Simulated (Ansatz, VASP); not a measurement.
**One calculation of NaH, two programs**

```
Na H
1.0
     0.00000    2.44000    2.40340
     2.44000    0.00000    2.40340
     2.44000    2.44000    0.00000
Na H
1 1
Direct
  0.00000 0.00000 0.00000
  0.50000 0.50000 0.50000
```

Change from the starting cell: strain +0.000 along x and y, -0.015 along z, atoms carried along.

Alike in both runs: task single point; functional LDA; k mesh 8 × 8 × 8; occupations gaussian, width 0.05 eV; no spin polarisation.

```csv
,VASP,Ansatz
version,VASP 6.6.1,Ansatz 0.2.0
potentials or method,"VASP PAW LDA potentials, release 64 (Na_pv, H), cutoff 520 eV","scalar-relativistic, plane waves, PAW"
valence electrons in the cell,8,10
```

Ansatz gave:

- gap on the k mesh at the Fermi level (eV): 3.38
- least direct gap on the mesh (eV): 4.30
- pressure (GPa): -2.3
- traceless stress, the component that is largest in VASP (GPa): 0.26

Q: Estimate VASP's values.

A: gap on the k mesh at the Fermi level (eV): 3.38; least direct gap on the mesh (eV): 4.29; pressure (GPa): -2.4; traceless stress, the component that is largest in VASP (GPa): 0.26.

LDA's correlation is that of Perdew and Zunger in VASP and of Perdew and Wang (1992) in Ansatz. VASP's potentials hold 8 valence electrons a cell and Ansatz's 10, so a difference there can come from the potentials and not from the codes.
